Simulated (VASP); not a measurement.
Write the native input for VASP 6.6.1 that does the following.

```
Task                   : single point
Functional             : PBE
Dispersion             : D3(BJ)
Potentials or basis    : VASP PAW PBE potentials, release 64 (C)
Cutoff                 : 520 eV
k mesh                 : 18 × 12 × 10
Occupations            : gaussian, width 0.15 eV
Spin                   : no spin polarisation
Dipole correction      : no
Further INCAR settings : ALGO = Normal; EDIFF = 1e-06; NBANDS = 16
```

The structure of C lies in POSCAR:

```
C
1.0
   -2.4646600698      0.0000000000      0.0000000000
    0.0000000000      0.0000000000     -3.5719696368
    0.0000000000     -4.2689164642      0.0000000000
C
4
Direct
    0.5000000000      0.0000000000      0.1863437910
    0.0000000000      0.0000000000      0.6694776845
    0.0000000000      0.0000000000      0.3136562090
    0.5000000000      0.0000000000      0.8305223155
```

This cell differs from its parent crystal: atoms displaced along several vibrational modes.

These files were run (other wordings do the same):

INCAR

```
ALGO     = Normal         # electronic algorithm
EDIFF    = 1E-6           # SCF threshold, eV
ENCUT    = 520            # plane-wave cutoff, eV
GGA      = PE             # functional
ISIF     = 2              # what is computed and relaxed
ISMEAR   = 0              # smearing method
IVDW     = 12             # dispersion correction
LASPH    = T              # aspherical terms in the spheres
LCHARG   = T              # write CHGCAR
LELF     = T              # ELF
LREAL    = F              # projectors in reciprocal space
LVHAR    = T            
LWAVE    = F              # write WAVECAR
NBANDS   = 16             # bands
NELM     = 60             # most SCF steps
PREC     = Accurate       # precision mode
SIGMA    = 0.15           # smearing width, eV
```

KPOINTS

```
k-points
0
Gamma
  18 12 10
```

Potentials or basis: VASP PAW PBE potentials, release 64 (C).

Launch:

```console
$ cat potpaw_PBE.64/C/POTCAR > POTCAR
$ mpirun -np 1 vasp_std > vasp.out
```

Results of the run:

The pressure is 4.7 GPa, the largest force is 7.371 eV/Å and the band gap on the k mesh is zero (bands 8 and 9 overlap by 0.27 eV). The dispersion energy per atom is -0.144 eV.

Caveat: the cell differs from its parent crystal (atoms displaced along several vibrational modes); the stress differs along the axes, from -3 to 17 GPa; forces of over 1 eV/Å act on the atoms, so gaps and moduli don't describe the material at rest.

It took 4.5 min on 1 thread of Intel Xeon 8259CL, on a shared host, peak memory 0.29 GiB.
